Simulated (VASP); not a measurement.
Input of a VASP 6.6.1 run:

File POSCAR:

```
AlN
1.0
    2.1958243475      2.1958243475      0.0000000000
   -2.1958243475      2.1958243475      0.0000000000
    0.0000000000      2.1958243475      2.1732906460
Al N
1 1
Direct
    0.0000000000      0.0000000000      0.0000000000
    0.2500000000      0.7500000000      0.5000000000
```

File INCAR.step1:

```
SYSTEM = AlN
ALGO = Normal ; EDIFF = 1E-4
ENCUT = 520 ; GGA = PE
ISMEAR = 0 ; LASPH = .True.
LCHARG = .False. ; LREAL = .False.
LWAVE = .True. ; NBANDS = 11
NELM = 100 ; PREC = Accurate
SIGMA = 0.01
```

Contents of INCAR.step2:

```
SYSTEM = AlN
ALGO = Normal ; EDIFF = 1E-6
ENCUT = 520 ; ISIF = 2
ISMEAR = 0 ; ISTART = 1
LASPH = .True. ; LCHARG = .False.
LMIXTAU = .True. ; LREAL = .False.
LWAVE = .False. ; METAGGA = R2SCAN
NBANDS = 11 ; NELM = 100
PREC = Accurate ; SIGMA = 0.01
```

The input KPOINTS:

```
k-points
0
Gamma
  10 10 10
  0 0 0
```

Potentials or basis: VASP PAW PBE potentials, release 64 (Al, N).

Command:

```bash
$ cat potpaw_PBE.64/Al/POTCAR potpaw_PBE.64/N/POTCAR > POTCAR
$ cp INCAR.step1 INCAR
$ mpirun -np 1 vasp_std > vasp.out
$ cp INCAR.step2 INCAR
$ mpirun -np 1 vasp_std > vasp.out
```

(1) Estimate the band gap on the k mesh.

(2) What does it give for the pressure?

Results:

(1) 3.87 eV, indirect (least direct gap 4.81 eV).

(2) -1.4 GPa.

Caveat: the cell differs from its parent crystal (in-plane strain +0.005, then relaxed in part); the PAW data sets were made with another functional, which shifts forces and pressure a little.
